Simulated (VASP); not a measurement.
Sc: electric field gradients with r2SCAN

The system is Sc.

```xyz
2
Lattice="3.3090 0.0000 0.0000 -1.6545 2.8657 0.0000 0.0000 0.0000 5.2733" Properties=species:S:1:pos:R:3 pbc="T T T"
Sc    0.0000    1.9105    1.3183
Sc    1.6545    0.9552    3.9550
```

```yaml
Program: VASP 6.6.1
Task: electric field gradients
Functional: r2SCAN
Potentials_or_basis: VASP PAW PBE potentials, release 64 (Sc_sv)
Cutoff: 520 eV
k_mesh: 11 × 11 × 6
Occupations: fermi-dirac, width 0.05 eV
Spin: no spin polarisation
Dipole_correction: no
Further_INCAR_settings: ALGO = Normal; EDIFF = 1e-08; NBANDS = 18
```

The pressure is 0.1 GPa and the band gap on the k mesh is zero (band 11 reaches 4.65 eV, above the bottom of band 12 at 3.20 eV).

Stress tensor (GPa, compression positive):
```
 0.59  0.00  0.00
 0.00  0.59  0.00
 0.00  0.00 -0.85
```

Levels at points of the mesh, in eV from the Fermi level:
```
           k point  band 8  band 9  band 10  band 11  band 12  band 13  band 14  band 15
(0.00, 0.00, 0.00)  -28.99   -5.48    -1.72     0.26     1.81     1.81     1.94     2.25
(0.00, 0.00, 0.50)  -29.03   -3.92    -3.92     1.01     1.01     1.75     1.75     1.75
```

Electric field gradients, principal values (V/Å²):
| atom | least | middle | greatest (by size) |
| --- | --- | --- | --- |
| 1 Sc | -4.282 | -4.282 | 8.564 |
| 2 Sc | -4.282 | -4.282 | 8.564 |

Wall time 8.8 min on 1 thread of Oxide Virtual Turin-like Processor, on a shared host, peak memory 0.17 GiB.

Caveat: without QUAD_EFG the Cq values of the log hold for a quadrupole moment of 1 mb, not for the nuclei; the PAW data sets were made with another functional, which shifts forces and pressure a little.
